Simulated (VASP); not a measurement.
LuAl3, 4 atoms in the cell. Symmetry: Pm-3m, No. 221, cubic system. Conventional cell: a = 4.241 Å, b = 4.241 Å, c = 4.241 Å, α = 90.00°, β = 90.00°, γ = 90.00°. Within 3.9 Å of Lu (site symmetry m-3m) lie 12 Al at 3.00 Å. Al (site symmetry 4/mmm) has 4 Lu at 3.00 Å and 8 Al at 3.00 Å within 3.9 Å. 

- Program: VASP 6.6.1
- Task: single point
- Functional: PBEsol
- Potentials or basis: VASP PAW PBE potentials, release 64 (Lu, Al)
- Cutoff: 520 eV
- k mesh: 6 × 6 × 6
- Occupations: methfessel-paxton, width 0.1 eV
- Spin: no spin polarisation
- Dipole correction: no
- Further INCAR settings: ALGO = Normal; EDIFF = 1e-07; NBANDS = 25

Potentials or basis: VASP PAW PBE potentials, release 64 (Lu, Al).

Launch:

```console
$ cat potpaw_PBE.64/Lu/POTCAR potpaw_PBE.64/Al/POTCAR > POTCAR
$ mpirun -np 1 vasp_std > vasp.out
```

Hardware: 1 thread of Intel(R) Xeon(R) Platinum 8488C (Sapphire Rapids) (shared host).

**Question.** Estimate the wall time of this run.

**Answer.** Run time: 23 s on 1 thread of Intel(R) Xeon(R) Platinum 8488C (Sapphire Rapids) (shared host), peak memory 0.19 GiB. Counts: scf iterations 14, k points 20.
